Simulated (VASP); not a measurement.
Here is a VASP 6.6.1 calculation.

INCAR

```
SYSTEM = Ag
ALGO     = Normal         ! electronic algorithm
DIPOL    = 0.5 0.5 0.500
EDIFF    = 1E-7           ! SCF threshold, eV
ENCUT    = 520            ! plane-wave cutoff, eV
GGA      = PS             ! functional
IDIPOL   = 3            
ISIF     = 2              ! what is computed and relaxed
ISMEAR   = -1             ! smearing method
LASPH    = .TRUE.         ! aspherical terms in the spheres
LCHARG   = .FALSE.        ! write CHGCAR
LDIPOL   = .TRUE.       
LREAL    = .FALSE.        ! projectors in reciprocal space
LWAVE    = .FALSE.        ! write WAVECAR
NBANDS   = 24             ! bands
NELM     = 60             ! most SCF steps
PREC     = Accurate       ! precision mode
SIGMA    = 0.05           ! smearing width, eV
```

Contents of KPOINTS:

```
k-points
0
G
  14 10 1
  0 0 0
```

POSCAR

```
Ag
1.0
    2.8669514164      0.0000000000      0.0000000000
    0.0000000000      4.0544815757      0.0000000000
    0.0000000000      0.0000000000     18.8670000000
Ag
3
Direct
    0.0000000000      0.0000000000      0.4269868055
    0.5000000000      0.5000000000      0.4999999909
    0.0000000000      0.0000000000      0.5730132036
```

Potentials or basis: VASP PAW PBE potentials, release 64 (Ag).

The run is started by

```bash
$ cat potpaw_PBE.64/Ag/POTCAR > POTCAR
$ mpirun -np 1 vasp_std > vasp.out
```

**Question.** Predict the band gap on the k mesh.

**Answer.** Zero (an odd number of electrons rules out a gap without spin polarisation).

**Question.** Estimate the largest force.

**Answer.** 0.003 eV/Å.

Forces in eV/Å, atoms in the order of the input:
```
Ag   0.000  0.000  0.003
Ag   0.000  0.000  0.000
Ag   0.000  0.000 -0.003
```

Caveat: the PAW data sets were made with another functional, which shifts forces and pressure a little.
